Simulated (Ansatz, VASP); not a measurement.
## One calculation of ScAl2Sb2As, two programs

```xyz
6
Lattice="4.4306 0.0000 0.0000 -2.2153 3.8370 0.0000 0.0000 0.0000 9.1694" Properties=species:S:1:pos:R:3 pbc="T T T"
Sc    0.0000    0.0000    0.0000
Al    0.0000    0.0000    6.3843
Al    0.0000    0.0000    2.7851
Sb    0.0000    2.5580    4.5847
Sb    2.2153    1.2790    4.5847
As    0.0000    0.0000    4.5847
```

Alike in both runs: task single point; functional PBE; k mesh 6 × 6 × 2; occupations gaussian, width 0.1 eV; no spin polarisation.

|  | VASP | Ansatz |
| --- | --- | --- |
| version | VASP 6.6.1 | Ansatz 0.2.0 |
| potentials or method | VASP PAW PBE potentials, release 64 (Sc_sv, Al, Sb, As), cutoff 520 eV | scalar-relativistic, plane waves, PAW |
| valence electrons in the cell | 32 | 62 |

|  | VASP | Ansatz | Ansatz less VASP |
| --- | --- | --- | --- |
| gap on the k mesh at the Fermi level (eV) | none | none | - |
| rms of the force components (eV/Å) | 6.089 | 6.108 | +0.0191 |

Atom by atom the forces differ by 0.019 eV/Å (rms over components). A gap of «none» marks a metal or a gap that the smearing closes. VASP's potentials hold 32 valence electrons a cell and Ansatz's 62, so a difference there can come from the potentials and not from the codes.

Spin-orbit coupling is off throughout.
